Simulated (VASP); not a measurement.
Input of a VASP 6.6.1 run:

INCAR

```
  ALGO = Normal
  EDIFF = 1E-6
  ENCUT = 520
  GGA = PE
  ISIF = 2
  ISMEAR = -1
  IVDW = 12
  LASPH = T
  LCHARG = F
  LREAL = Auto
  LWAVE = F
  NBANDS = 45
  NELM = 100
  PREC = Accurate
  SIGMA = 0.02
```

KPOINTS

```
k-points
0
Gamma
  1 1 1
```

The input POSCAR:

```
H15NO6
1.0
    6.2222230000      0.0000000000      0.0000000000
    0.0000000000      6.2222230000      0.0000000000
    0.0000000000      0.0000000000      6.2222230000
O H N
6 15 1
Direct
    0.2044285459      0.6679606308      0.7945713293
    0.3632463832      0.0650892776      0.7981552574
    0.7001838410      0.3010821052      0.4478463726
    0.3179410317      0.4115249486      0.2086553311
    0.6264481360      0.5248606487      0.8129248984
    0.9139177429      1.0687659378      0.9875730908
    0.3250606737      0.6269302788      0.7132499108
    0.2122392592      0.5178213638      0.8498088223
    0.2841749645     -0.0145285696      0.9111052433
    0.4990177948      0.1265142699      0.8688052485
    0.7045874119      0.1718517642      0.5355802902
    0.5751642138      0.3156910320      0.3622178119
    0.3577178124      0.4906767244      0.0714374911
    0.3116088896      0.2648731812      0.1836642628
    0.6697767020      0.4622463708      0.6520017042
    0.7717016893      0.6029034961      0.8174731121
    0.9860302339      1.0221588008      0.8547266789
    0.8683231057      1.2056141350      1.0157302302
    0.8825784611      0.7332749083      0.6364124204
    0.8157373980      0.9121820288      0.4348928028
    0.6632356314      0.8468356084      0.6754820584
    0.7964034719      0.8496320367      0.5906409976
```

Potentials or basis: VASP PAW PBE potentials, release 64 (O, H, N).

Launch:

```sh
$ cat potpaw_PBE.64/O/POTCAR potpaw_PBE.64/H/POTCAR potpaw_PBE.64/N/POTCAR > POTCAR
$ mpirun -np 1 vasp_gam > vasp.out
```

Question: Estimate the dispersion energy per atom.

Answer: -0.032 eV.

Question: What does it give for the largest force?

Answer: 4.478 eV/Å.

Question: What does it give for the pressure?

Answer: 1.6 GPa.

Question: What does it give for the band gap on the k mesh?

Answer: 3.21 eV.

Forces on the atoms (eV/Å):
```
O   -1.310 -1.816  1.305
O    1.656  0.920  1.134
O    1.918  0.467  1.036
O    0.692  3.443 -0.317
O    3.119 -0.476 -2.253
O    1.102 -4.288  0.621
H    2.187  1.111 -1.965
H   -1.538  0.521  0.576
H    0.709  0.136 -0.507
H   -1.771 -0.793 -0.745
H   -0.268 -0.223 -0.231
H   -1.639  0.079 -0.715
H   -0.022 -1.073  1.517
H   -0.435 -2.499 -0.974
H   -1.358  0.113  1.861
H   -2.143 -0.900  1.184
H   -0.958  1.199 -0.004
H   -0.475  3.270 -0.309
H    2.918 -2.361 -0.002
H   -0.431 -1.097  1.391
H   -1.785  0.503 -0.182
N   -0.169  3.763 -2.420
```

Caveat: the k points lie up to 1.01 Å⁻¹ apart.
